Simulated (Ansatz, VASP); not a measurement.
# Ti: VASP beside Ansatz

INCAR

```
ALGO = Normal
EDIFF = 1E-8
ENCUT = 520
GGA = PE
ISIF = 2
ISMEAR = -1
LASPH = T
LCHARG = F
LEFG = T
LREAL = F
LWAVE = F
NBANDS = 12
NELM = 60
PREC = Accurate
SIGMA = 0.05
```

Contents of KPOINTS:

```
k-points
0
Gamma
  14 14 14
```

Contents of POSCAR:

```
Ti
1.0
   -1.6738200000      1.6410000000      1.6410000000
    1.6410000000     -1.6738200000      1.6410000000
    1.6410000000      1.6410000000     -1.6738200000
Ti
1
Direct
    0.0000000000      0.0000000000      0.0000000000
```

Input for Ansatz:

```yaml
crystal:
  lattice:
    - [-1.67382, 1.641, 1.641]
    - [1.641, -1.67382, 1.641]
    - [1.641, 1.641, -1.67382]
  atoms:
    - { symbol: Ti, position: [0.0, 0.0, 0.0] }
kpoints:
  mp_grid: { grid: [14, 14, 14] }
scf:
  occupations: { method: fermi_dirac, width: 0.05 }
hamiltonian:
  xc: pbe
  pseudopotentials: { kind: paw }
output:
  forces: true
  stress: true
  eigenvalues: true
  efg: { contact_densities: true }
```

Change from the starting cell: equal xy, yz and zx shear strains of -2 %, PAW files.

Alike in both runs: task electric field gradients; functional PBE; k mesh 14 × 14 × 14; occupations fermi-dirac, width 0.05 eV; no spin polarisation.

|  | VASP | Ansatz |
| --- | --- | --- |
| version | VASP 6.6.1 | Ansatz 0.2.0 |
| potentials or method | VASP PAW PBE potentials, release 64 (Ti_sv) | PAW with Ansatz's default frozen-core files, scalar-relativistic |
| plane-wave cutoff (eV) | 520 | 420 |
| valence electrons in the cell | 12 | 12 |

```tsv
	VASP	Ansatz	Ansatz less VASP
pressure (GPa)	-2.6	-2.4	+0.22
traceless stress, the component that is largest in VASP (GPa)	0.68	0.69	+0.003
size of Vzz on the site where it differs most (V/Å²)	9.7	9.9	+0.20
```
